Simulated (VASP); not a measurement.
# Ti (Im-3m) in VASP: further runs, part 2 of 2

VASP 6.6.1. Earlier steps stand in the parts before.

## (3) Single point, B3LYP

Input file POSCAR:

```
Ti
1.0
   -1.6410000000      1.6410000000      1.6410000000
    1.6410000000     -1.6410000000      1.6410000000
    1.6410000000      1.6410000000     -1.6410000000
Ti
1
Direct
    0.0000000000      0.0000000000      0.0000000000
```

Input file INCAR.step1:

```
SYSTEM = Ti
  PREC = Accurate
  ENCUT = 400
  EDIFF = 1E-5
  ISMEAR = -1
  SIGMA = 0.1
  LREAL = .False.
  LASPH = .True.
  NELM = 120
  ALGO = Normal
  ISIF = 2
  LWAVE = .True.
  LCHARG = .False.
  NBANDS = 12
  GGA = PE
  GGA_COMPAT = .False.
```

Input file INCAR.step2:

```
SYSTEM = Ti
  PREC = Accurate
  ENCUT = 400
  EDIFF = 1E-6
  ISMEAR = -1
  SIGMA = 0.1
  LREAL = .False.
  LASPH = .True.
  NELM = 120
  ALGO = Normal
  ISIF = 2
  LWAVE = .False.
  LCHARG = .False.
  GGA = B3
  LHFCALC = .True.
  AEXX = 0.2
  AGGAX = 0.72
  AGGAC = 0.81
  ALDAC = 0.19
  PRECFOCK = Normal
  NBANDS = 12
  ISTART = 1
  GGA_COMPAT = .False.
```

Input file KPOINTS:

```
Automatic mesh
0
Gamma
  8 8 8
  0 0 0
```

Potentials or basis: VASP PAW PBE potentials, release 64 (Ti_sv).

Command:

```
$ cat potpaw_PBE.64/Ti_sv/POTCAR > POTCAR
$ cp INCAR.step1 INCAR
$ mpirun -np 1 vasp_std > vasp.out
$ cp INCAR.step2 INCAR
$ mpirun -np 1 vasp_std > vasp.out
```

OUTCAR:

```text
SYSTEM = Ti
   PREC = Accurate
   ENCUT = 400
   EDIFF = 1E-6
   ISMEAR = -1
   LREAL = .False.
   LASPH = .True.
   NELM = 120
   ISIF = 2
   GGA = B3
   LHFCALC = .True.
   AEXX = 0.2
   PRECFOCK = Normal
   ISTART = 1

 ion  position               nearest neighbor table
   1  0.000  0.000  0.000-

  LATTYP: Found a body centered cubic cell.
 ALAT       =     3.2820000000

  Lattice vectors:

 A1 = (  -1.6410000000,   1.6410000000,   1.6410000000)
 A2 = (   1.6410000000,  -1.6410000000,   1.6410000000)
 A3 = (   1.6410000000,   1.6410000000,  -1.6410000000)

Analysis of symmetry for initial positions (statically):
=====================================================================
 Subroutine PRICEL returns:
 Original cell was already a primitive cell.

 Routine SETGRP: Setting up the symmetry group for a
 body centered cubic supercell.

 Subroutine GETGRP returns: Found 48 space group operations
 (whereof 48 operations were pure point group operations)
 out of a pool of 48 trial point group operations.

The static configuration has the point symmetry O_h .

Analysis of symmetry for dynamics (positions and initial velocities):
=====================================================================
 Subroutine PRICEL returns:
 Original cell was already a primitive cell.

 Routine SETGRP: Setting up the symmetry group for a
 body centered cubic supercell.

 Subroutine GETGRP returns: Found 48 space group operations
 (whereof 48 operations were pure point group operations)
 out of a pool of 48 trial point group operations.

The dynamic configuration has the point symmetry O_h .

 Subroutine INISYM returns: Found 48 space group operations
 (whereof 48 operations are pure point group operations),
 and found     1 'primitive' translations

----------------------------------------------------------------------------------------

                                     Primitive cell

  volume of cell :      17.6761

  direct lattice vectors                    reciprocal lattice vectors
    -1.641000000  1.641000000  1.641000000     0.000000000  0.304692261  0.304692261
     1.641000000 -1.641000000  1.641000000     0.304692261  0.000000000  0.304692261
     1.641000000  1.641000000 -1.641000000     0.304692261  0.304692261  0.000000000

  length of vectors
     2.842295375  2.842295375  2.842295375     0.430899928  0.430899928  0.430899928

  position of ions in fractional coordinates (direct lattice)
     0.000000000  0.000000000  0.000000000

  ion indices of the primitive-cell ions
   primitive index   ion index
                 1           1

----------------------------------------------------------------------------------------

 KPOINTS: Automatic mesh

Automatic generation of k-mesh.
 Grid dimensions read from file:
 generate k-points for:    8    8    8

[... 43 lines left out ...]
 -0.375000  0.375000  0.250000     24.000000
 [... further k-points ...]
   k-points           NKPTS =     29   k-points in BZ     NKDIM =    512   number of bands    NBANDS=     12
   number of dos      NEDOS =    301   number of ions     NIONS =      1
   total plane-waves  NPLWV =   8000
   dimension x,y,z NGX =    20 NGY =   20 NGZ =   20
   dimension x,y,z NGXF=    40 NGYF=   40 NGZF=   40
   ions per type =               1
   NGX,Y,Z   is equivalent  to a cutoff of  11.70, 11.70, 11.70 a.u.
   NGXF,Y,Z  is equivalent  to a cutoff of  23.40, 23.40, 23.40 a.u.
 SYSTEM =  Ti
   PREC   = accura    normal or accurate (medium, high low for compatibility)
   ISTART =      1    job   : 0-new  1-cont  2-samecut
   ICHARG =      0    charge: 1-file 2-atom 10-const
   ISPIN  =      1    spin polarized calculation?
   LNONCOLLINEAR =      F non collinear calculations
   LSORBIT =      F    spin-orbit coupling
   LASPH  =      T    aspherical Exc in radial PAW
   ENCUT  =  400.0 eV  29.40 Ry    5.42 a.u.   4.64  4.64  4.64*2*pi/ulx,y,z
   NELM   =    120;   NELMIN=  2; NELMDL=  0     # of ELM steps
   EDIFF  = 0.1E-05   stopping-criterion for ELM
   LREAL  =      F    real-space projection
   EDIFFG = 0.1E-04   stopping-criterion for IOM
   NSW    =      0    number of steps for IOM
   IBRION =     -1    ionic relax: 0-MD 1-quasi-New 2-CG
   NFREE  =      0    steps in history (QN), initial steepest desc. (CG)
   ISIF   =      2    stress and relaxation
   ISYM   =      3    0-nonsym 1-usesym 2-fastsym
   POTIM  = 0.5000    time-step for ionic-motion
   TEBEG  =    0.0;   TEEND  =   0.0 temperature during run
   PSTRESS=    0.0 pullay stress
   NELECT =      12.0000    total number of electrons
   NUPDOWN=      -1.0000    fix difference up-down
   EMIN   =  10.00;   EMAX   =-10.00  energy-range for DOS
   EFERMI =   0.00;   METHOD = LEGACY
   ISMEAR =    -1;   SIGMA  =   0.10  broadening in eV -4-tet -1-fermi 0-gaus
   EFERMI_NEDOS =   21; number of points for ismear=-14 and -15
   IALGO  =     38    algorithm
   IMIX   =      1    mixing-type and parameters
     AMIX     =   0.40;   BMIX     =  1.00
     AMIX_MAG =   1.60;   BMIX_MAG =  1.00
  volume/ion in A,a.u.               =      17.68       119.28
  Fermi-wavevector in a.u.,A,eV,Ry     =   1.438821  2.718977 28.166848  2.070205
  Thomas-Fermi vector in A             =   2.557745
   LORBIT       =      0    0 simple, 1 ext, 2 COOP (PROOUT), +10 PAW based schemes
   GGA     = B3    functional components
   LHFCALC =     T    Hartree Fock is set to
   PRECFOCK=normal    Normal, Fast or Accurate (Low or Medium for compatibility)
   ENCUT4O =  -1.0   cutoff for four orbital integrals eV
   NKREDX  =     1    reduce k-point grid by
   NKREDY  =     1    reduce k-point grid by
   NKREDZ  =     1    reduce k-point grid by
   AEXX    =    0.2000 exact exchange contribution
   HFSCREEN=    0.0000 screening length (either q_TF or 0.3 A-1)
   HFSCREENC=   0.0000 screening length for correlation (either q_TF or 0.3 A-1)
   ENCUTFOCK=  -1.0 apply spherical cutoff to Coloumb kernel
   IVDW    =     0    specifies the selected vdW correction
   LEPSILON=     F    determine dielectric tensor
   LRPA    =     F    only Hartree local field effects (RPA)
 non-spin polarized calculation
  energy-cutoff  :      400.00
  volume of cell :       17.68
 maximum number of plane-waves:       336
  NGX = 14; NGY = 14; NGZ = 14

 number of electron      11.9999997 magnetization

 Free energy of the ion-electron system (eV)
  ---------------------------------------------------
  ext. energy  EPLUGINS =         0.00000000
  ---------------------------------------------------
  free energy    TOTEN  =        -8.72824687 eV

  energy without entropy =       -8.69611970  energy(sigma->0) =       -8.71218328

 E-fermi :   8.1853     XC(G=0):  -9.1726

 val. band max:        8.1088693819   @ k =   0.1250   0.1250   0.1250
 cond. band min:       8.3376129939   @ k =   0.3750   0.1250   0.1250
 fundamental gap:      0.2287436120
 Fermi energy:         8.1853119495

 k-point     1 :       0.0000    0.0000    0.0000
  band No.  band energies     occupation
      1     -52.4650      2.00000
      2     -27.1600      2.00000
      3     -27.1600      2.00000
      4     -27.1600      2.00000
      5       1.1560      2.00000
      6       9.9026      0.00000
      7       9.9026      0.00000
      8       9.9026      0.00000
      9      11.7175      0.00000
     10      11.7175      0.00000
     11      26.6569      0.00000
     12      26.6569      0.00000
[... 331 lines left out ...]
 k-point    24 :      -0.3750    0.3750    0.2500
  band No.  band energies     occupation
      1     -52.3024      2.00000
      2     -27.6644      2.00000
      3     -27.4610      2.00000
      4     -27.4026      2.00000
      5       5.7661      2.00000
      6       6.9324      1.99999
      7      10.0720      0.00000
      8      10.6043      0.00000
      9      12.3696      0.00000
     10      13.3814      0.00000
     11      20.2953      0.00000
     12      22.1560      0.00000

 [... further k-points ...]

------------------------ aborting loop because EDIFF is reached ----------------------------------------

  FORCE on cell =-STRESS in cart. coord.  units (eV):
  Direction    XX          YY          ZZ          XY          YZ          ZX
  --------------------------------------------------------------------------------------
  -------------------------------------------------------------------------------------
  Total       -0.3909298     -0.3909298     -0.3909298     -0.0000000      0.0000000      0.0000000
  in kB      -35.4342802    -35.4342802    -35.4342802     -0.0000000      0.0000000      0.0000000
  external PRESSURE =     -35.4342802 kB  Pullay stress =       0.0000000 kB

 VOLUME and BASIS-vectors are now :
 -----------------------------------------------------------------------------
  energy-cutoff  :      400.00
  volume of cell :       17.68
      direct lattice vectors                 reciprocal lattice vectors
    -1.641000000  1.641000000  1.641000000     0.000000000  0.304692261  0.304692261
     1.641000000 -1.641000000  1.641000000     0.304692261  0.000000000  0.304692261
     1.641000000  1.641000000 -1.641000000     0.304692261  0.304692261  0.000000000

 POSITION                                       TOTAL-FORCE (eV/Angst)
 -----------------------------------------------------------------------------------
      0.00000      0.00000      0.00000         0.000000      0.000000     -0.000000
 -----------------------------------------------------------------------------------
    total drift:                               -0.000000      0.000000     -0.000000

  FREE ENERGIE OF THE ION-ELECTRON SYSTEM (eV)
  ---------------------------------------------------
  free  energy   TOTEN  =        -8.7282468674 eV

  energy  without entropy=       -8.6961197017  energy(sigma->0) =       -8.71218328
```

Wall time 12 min (1 thread of Intel Xeon 6975P-C (Granite Rapids), shared host); peak memory 0.13 GiB.

What came out:

* Free energy: -8.7282 eV
* Pressure: -3.5 GPa
* Band gap on the k mesh: zero (bands 6 and 7 overlap by 2.83 eV)

Levels at points of the mesh, in eV from the Fermi level:
```csv
k point,band 2,band 3,band 4,band 5,band 6,band 7,band 8,band 9,band 10,band 11
"(0.00, 0.00, 0.00)",-35.35,-35.35,-35.35,-7.03,1.72,1.72,1.72,3.53,3.53,18.47
"(0.50, 0.00, 0.00)",-36.04,-35.55,-35.35,-3.13,-0.60,1.35,3.50,3.80,5.09,9.65
"(0.50, 0.50, 0.50)",-35.80,-35.80,-35.80,-2.83,-2.83,4.75,4.75,4.75,9.15,9.15
```

Caveat: the cell stands under tension; the PAW data sets were made with another functional, which shifts forces and pressure a little.
